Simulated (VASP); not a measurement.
Write the native input for VASP 6.6.1 that does the following.

```
Task                   : single point
Functional             : r2SCAN
Potentials or basis    : VASP PAW PBE potentials, release 64 (Y_sv, Te)
Cutoff                 : 520 eV
k mesh                 : 5 × 5 × 5
Occupations            : fermi-dirac, width 0.05 eV
Spin                   : no spin polarisation
Dipole correction      : no
Further INCAR settings : ALGO = Normal; EDIFF = 1e-06; NBANDS = 16
```

YTe:

```xyz
2
Lattice="0.0000 3.0629 3.0629 3.0629 0.0000 3.0629 3.0629 3.0629 0.0000" Properties=species:S:1:pos:R:3 pbc="T T T"
Y     0.0000    0.0000    0.0000
Te    3.0629    3.0629    3.0629
```

One way to write it, as run:

POSCAR

```
YTe
1.0
    0.0000000000      3.0629319482      3.0629319482
    3.0629319482      0.0000000000      3.0629319482
    3.0629319482      3.0629319482      0.0000000000
Y Te
1 1
Direct
    0.0000000000      0.0000000000      0.0000000000
    0.5000000000      0.5000000000      0.5000000000
```

INCAR.step1

```
PREC = Accurate ; ENCUT = 520
ISMEAR = -1 ; SIGMA = 0.05
LREAL = False ; LASPH = True
NELM = 100 ; NBANDS = 16
GGA = PE ; ALGO = Normal
EDIFF = 1E-4 ; LWAVE = True
LCHARG = False
```

INCAR.step2

```
PREC = Accurate ; ENCUT = 520
EDIFF = 1E-6 ; ISMEAR = -1
SIGMA = 0.05 ; LREAL = False
LASPH = True ; NELM = 100
ALGO = Normal ; ISIF = 2
LWAVE = False ; LCHARG = False
METAGGA = R2SCAN ; LMIXTAU = True
NBANDS = 16 ; ISTART = 1
```

KPOINTS

```
Automatic mesh
0
Gamma
  5 5 5
```

Potentials or basis: VASP PAW PBE potentials, release 64 (Y_sv, Te).

Command:

```bash
$ cat potpaw_PBE.64/Y_sv/POTCAR potpaw_PBE.64/Te/POTCAR > POTCAR
$ cp INCAR.step1 INCAR
$ mpirun -np 1 vasp_std > vasp.out
$ cp INCAR.step2 INCAR
$ mpirun -np 1 vasp_std > vasp.out
```

It gave:

```yaml
Pressure: 1.4 GPa
```

Caveat: the PAW data sets were made with another functional, which shifts forces and pressure a little.

It took 18 s on 1 thread of Intel(R) Xeon(R) 6975P-C (Granite Rapids) (shared host), peak memory 0.19 GiB.
